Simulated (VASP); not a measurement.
Runs of VASP 6.6.1 on GaSb. The structure is that of space group I-4m2 (No. 119), or close to it. The cells are those of the table. 

| task | level | cell | cutoff (eV) | gap on the mesh (eV) | pressure (GPa) | relaxed volume (Å³/atom) |
| --- | --- | --- | --- | --- | --- | --- |
| relaxation of cell and atoms | PBEsol+D3(BJ) | relaxed from a = 4.206 Å, angles 98.2, 98.2, 135.6°, 2 atoms | 600 | none | 0.0 | 21.83 |
| single point | PBEsol | a = 4.131 Å, angles 98.3, 98.3, 135.4°, 2 atoms | 520 | none | (b) | - |
| relaxation of cell and atoms | PBEsol | relaxed from a = 4.206 Å, angles 98.2, 98.2, 135.6°, 2 atoms | 600 | none | 0.0 | 22.96 |
| single point | BLYP+D3(BJ) | a = 4.171 Å, angles 98.4, 98.4, 135.0°, 2 atoms | 520 | none | (a) | - |
| relaxation of cell and atoms | BLYP+D3(BJ) | relaxed from a = 4.206 Å, angles 98.2, 98.2, 135.6°, 2 atoms | 600 | none | 0.0 | 23.74 |

Alike in all rows: potentials or basis VASP PAW PBE potentials, release 64 (Ga_d, Sb); no spin polarisation; k mesh 8 × 8 × 8; smearing fermi-dirac 0.05 eV.

**Question.** Estimate the missing entries.

**Answer.** (a) 0.2; (b) 0.1.

Caveats: the PAW data sets were made with another functional, which shifts forces and pressure a little; spin-orbit coupling is left out, which moves the levels of the heavy elements; pairwise dispersion overbinds metals, which lowers pressure and volume (some runs).

A k mesh can miss the band edges, and the runs leave out spin-orbit coupling on Ga, Sb.

A gap of «none» marks levels without a gap at the run's occupations.
